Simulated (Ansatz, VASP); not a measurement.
Mg2Ti3O3: VASP beside Ansatz

```
Mg Ti O
1.0
     2.84480    0.03034    0.06529
     1.28323    5.12737    0.05482
     0.84363    2.37144    7.40849
Mg Ti O
2 3 3
Direct
  0.38867 0.87374 0.07502
  0.55940 0.25449 0.24920
  0.93521 0.98900 0.71554
  0.15627 0.70483 0.46821
  0.17118 0.42071 0.82168
  0.74440 0.41856 0.62338
  0.52600 0.69152 0.86845
  0.51887 0.98049 0.51185
```

Change from the starting cell: cell x1, atoms moved at random (sigma 0.15 Å) and cell strained at random (1.5 %), then relaxed without symmetry.

Alike in both runs: functional PBE; k mesh 8 × 4 × 4; occupations gaussian, width 0.2 eV; no spin polarisation.

Ansatz relaxed the structure, and its values are those at the end. VASP's run is a single point on that final structure, the one shown.

```csv
,VASP,Ansatz
version,VASP 6.6.1,Ansatz 0.2.0
potentials or method,"VASP PAW PBE potentials, release 64 (Mg, Ti_sv, O), cutoff 520 eV","scalar-relativistic, plane waves, PAW"
valence electrons in the cell,58,74
```

```csv
,VASP,Ansatz,Ansatz less VASP
gap on the k mesh at the Fermi level (eV),none,none,-
pressure (GPa),0.2,0.1,-0.18
rms of the force components (eV/Å),0.024,0.007,-0.0163
```

A gap of «none» marks a metal or a gap that the smearing closes. The functional is the same, so the differences come from potentials, cutoffs and numerics. VASP's potentials hold 58 valence electrons a cell and Ansatz's 74, so a difference there can come from the potentials and not from the codes.
